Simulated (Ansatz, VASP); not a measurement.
## Nb in VASP and in Ansatz

INCAR

```
ALGO     = Normal         # electronic algorithm
EDIFF    = 1E-6           # SCF threshold, eV
ENCUT    = 520            # plane-wave cutoff, eV
GGA      = CA             # functional
ISIF     = 2              # what is computed and relaxed
ISMEAR   = -1             # smearing method
LASPH    = T              # aspherical terms in the spheres
LCHARG   = T              # write CHGCAR
LELF     = T              # ELF
LREAL    = F              # projectors in reciprocal space
LVHAR    = T            
LWAVE    = F              # write WAVECAR
NBANDS   = 12             # bands
NELM     = 100            # most SCF steps
PREC     = Accurate       # precision mode
SIGMA    = 0.03           # smearing width, eV
```

KPOINTS

```
k-points
0
Gamma
  13 13 13
```

File POSCAR:

```
Nb
1.0
    0.0000000000      2.1573000000      2.1150000000
    2.1573000000      0.0000000000      2.1150000000
    2.1573000000      2.1573000000      0.0000000000
Nb
1
Direct
    0.0000000000      0.0000000000      0.0000000000
```

Input for Ansatz:

```yaml
crystal:
  lattice:
    - [0.0, 2.1573, 2.115]
    - [2.1573, 0.0, 2.115]
    - [2.1573, 2.1573, 0.0]
  atoms:
    - { symbol: Nb, position: [0.0, 0.0, 0.0] }
kpoints:
  mp_grid: { grid: [13, 13, 13] }
  band_path:
    path:
      - [0.0, 0.0, 0.0]
      - [0.0, 0.5, 0.5]
      - [0.25, 0.75, 0.5]
      - [0.0, 0.5, 0.0]
      - [0.0, 0.0, 0.0]
      - [0.5, 0.5, 0.0]
      - [0.38005, 0.61995, 0.0]
      - [-0.38005, 0.38005, 0.0]
      - [0.0, 0.0, 0.0]
    npoints: 5
scf:
  occupations: { method: fermi_dirac, width: 0.03 }
hamiltonian:
  xc: lda
  pseudopotentials: { kind: all_electron, lapw: { basis_error: 0.0005 } }
output:
  forces: true
  stress: true
  eigenvalues: true
```

Change from the starting cell: equal xx and yy strain of +2 %.

Alike in both runs: task single point; functional LDA; k mesh 13 × 13 × 13; occupations fermi-dirac, width 0.03 eV; no spin polarisation.

```csv
,VASP,Ansatz
version,VASP 6.6.1,Ansatz 0.2.0
potentials or method,"VASP PAW LDA potentials, release 64 (Nb_sv), cutoff 520 eV","all-electron LAPW, scalar-relativistic"
```

```csv
,VASP,Ansatz,Ansatz less VASP
pressure (GPa),-15.8,-15.7,+0.11
"traceless stress, the component that is largest in VASP (GPa)",-3.18,-3.17,+0.008
```

LDA's correlation is that of Perdew and Zunger in VASP and of Perdew and Wang (1992) in Ansatz. Ansatz ran all-electron here, and VASP with PAW potentials.
